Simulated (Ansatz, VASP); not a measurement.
One calculation of AlN, two programs

INCAR

```
ALGO     = Normal         # electronic algorithm
EDIFF    = 1E-6           # SCF threshold, eV
ENCUT    = 520            # plane-wave cutoff, eV
GGA      = PE             # functional
ISIF     = 2              # what is computed and relaxed
ISMEAR   = -1             # smearing method
LASPH    = True           # aspherical terms in the spheres
LCHARG   = False          # write CHGCAR
LREAL    = False          # projectors in reciprocal space
LWAVE    = False          # write WAVECAR
NBANDS   = 16             # bands
NELM     = 100            # most SCF steps
PREC     = Accurate       # precision mode
SIGMA    = 0.02           # smearing width, eV
```

Contents of KPOINTS:

```
k-points
0
Gamma
  12 12 6
```

The input POSCAR:

```
AlN
1.0
    3.1532941678      0.0000000000      0.0000000000
   -1.5766470839      2.7308328549      0.0000000000
    0.0000000000      0.0000000000      4.9360797740
Al N
2 2
Direct
    0.3333333333      0.6666666667     -0.0053356497
    0.6666666667      0.3333333333      0.4946643503
    0.3333333333      0.6666666667      0.3803356497
    0.6666666667      0.3333333333      0.8803356497
```

Input for Ansatz:

```yaml
crystal:
  lattice:
    - [3.1532941678, 0.0, 0.0]
    - [-1.5766470839, 2.7308328549, 0.0]
    - [0.0, 0.0, 4.936079774]
  atoms:
    - { symbol: Al, position: [0.3333333333, 0.6666666667, -0.0053356497] }
    - { symbol: Al, position: [0.6666666667, 0.3333333333, 0.4946643503] }
    - { symbol: "N", position: [0.3333333333, 0.6666666667, 0.3803356497] }
    - { symbol: "N", position: [0.6666666667, 0.3333333333, 0.8803356497] }
kpoints:
  mp_grid: { grid: [12, 12, 6] }
  band_path:
    path:
      - [0.0, 0.0, 0.0]
      - [0.5, 0.0, 0.0]
      - [0.3333333333, 0.3333333333, 0.0]
      - [0.0, 0.0, 0.5]
      - [0.5, 0.0, 0.5]
      - [0.3333333333, 0.3333333333, 0.5]
    npoints: 1
hamiltonian:
  xc: pbe
scf:
  occupations: { method: fermi_dirac, width: 0.02 }
  n_extra_bands: 5
output:
  forces: true
  stress: true
  eigenvalues: true
```

Change from the starting cell: epitaxial_xy strain +1.5%.

Alike in both runs: task single point; functional PBE; k mesh 12 × 12 × 6; occupations fermi-dirac, width 0.02 eV; no spin polarisation.

```csv
,VASP,Ansatz
version,VASP 6.6.1,Ansatz 0.2.0
potentials or method,"VASP PAW PBE potentials, release 64 (Al, N)","plane waves, PAW"
plane-wave cutoff (eV),520,420
valence electrons in the cell,16,16
```

|  | VASP | Ansatz | Ansatz less VASP |
| --- | --- | --- | --- |
| gap on the k mesh at the Fermi level (eV) | 3.94 | 3.93 | -0.009 |
| pressure (GPa) | -0.2 | 0.1 | +0.26 |
| traceless stress, the component that is largest in VASP (GPa) | 4.29 | 4.20 | -0.082 |
| rms of the force components (eV/Å) | 0.015 | 0.015 | +0.0001 |

Atom by atom the forces differ by 0.000 eV/Å (rms over components). The functional is the same, so the differences come from potentials, cutoffs and numerics.
